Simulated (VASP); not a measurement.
Input of a VASP 6.6.1 run:

The input INCAR:

```
SYSTEM = WSe2
ALGO = Normal
EDIFF = 1E-6
ENCUT = 520
GGA = PE
ISIF = 2
ISMEAR = 0
LASPH = .True.
LCHARG = .False.
LREAL = .False.
LWAVE = .False.
NBANDS = 35
NELM = 100
PREC = Accurate
SIGMA = 0.01
```

KPOINTS

```
k-points
0
Gamma
  12 12 2
  0 0 0
```

The input POSCAR:

```
WSe2
1.0
    3.2996683524      0.0000000000      0.0000000000
   -1.6498341762      2.8575966172      0.0000000000
    0.0000000000      0.0000000000     13.1485346432
W Se
2 4
Direct
    0.6666666667      0.3333333333      0.7500000000
    0.3333333333      0.6666666667      0.2500000000
    0.3333333333      0.6666666667      0.8766615398
    0.6666666667      0.3333333333      0.3766615398
    0.3333333333      0.6666666667      0.6233384602
    0.6666666667      0.3333333333      0.1233384602
```

Potentials or basis: VASP PAW PBE potentials, release 64 (W_sv, Se).

Run with:

```bash
$ cat potpaw_PBE.64/W_sv/POTCAR potpaw_PBE.64/Se/POTCAR > POTCAR
$ mpirun -np 1 vasp_std > vasp.out
```

Question: What does it give for the band gap on the k mesh?

Answer: 1.04 eV (least direct gap 1.49 eV).

Question: Predict the largest force.

Answer: 0.325 eV/Å.

Question: What does it give for the pressure?

Answer: 3.7 GPa.

Forces on the atoms (eV/Å):
```
W    0.000  0.000  0.000
W    0.000  0.000  0.000
Se   0.000  0.000  0.325
Se   0.000  0.000  0.325
Se   0.000  0.000 -0.325
Se   0.000  0.000 -0.325
```

Caveat: the cell stands under pressure; spin-orbit coupling is left out, which moves the levels of the heavy elements; this functional lacks dispersion, which binds layers or chains, so the pressure and a relaxed spacing across them are unreliable. A k mesh can miss the band edges.
